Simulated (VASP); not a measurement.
Input of a VASP 6.6.1 run:

INCAR

```
  ALGO = Normal
  EDIFF = 1E-6
  ENCUT = 520
  GGA = PE
  ISIF = 2
  ISMEAR = -1
  LASPH = True
  LCHARG = False
  LREAL = False
  LWAVE = False
  NBANDS = 16
  NELM = 80
  PREC = Accurate
  SIGMA = 0.02
```

The input KPOINTS:

```
k-points
0
Gamma
  12 12 6
```

Contents of POSCAR:

```
MgO
1.0
    3.0788541438      0.0000000000      0.0000000000
   -1.5394270719      2.5314401434      0.0000000000
    0.0000000000      0.0000000000      5.0921016473
Mg O
2 2
Direct
    0.0000000000      0.0000000000      0.0000000000
    0.0000000000      0.0000000000      0.5000000000
    0.3316552466      0.6633104932      0.2500000000
    0.6683447534      0.3366895068      0.7500000000
```

Potentials or basis: VASP PAW PBE potentials, release 64 (Mg, O).

Run with:

```console
$ cat potpaw_PBE.64/Mg/POTCAR potpaw_PBE.64/O/POTCAR > POTCAR
$ mpirun -np 1 vasp_std > vasp.out
```

Question: What does it give for the pressure?

Answer: -2.2 GPa.

Question: What does it give for the band gap on the k mesh?

Answer: 4.00 eV, direct.

Stress tensor (GPa, compression positive):
```
-11.60   0.00   0.00
  0.00  -0.31   0.00
  0.00   0.00   5.21
```

Caveat: the cell differs from its parent crystal (uniaxial x strain +5.3%). A k mesh can miss the band edges.
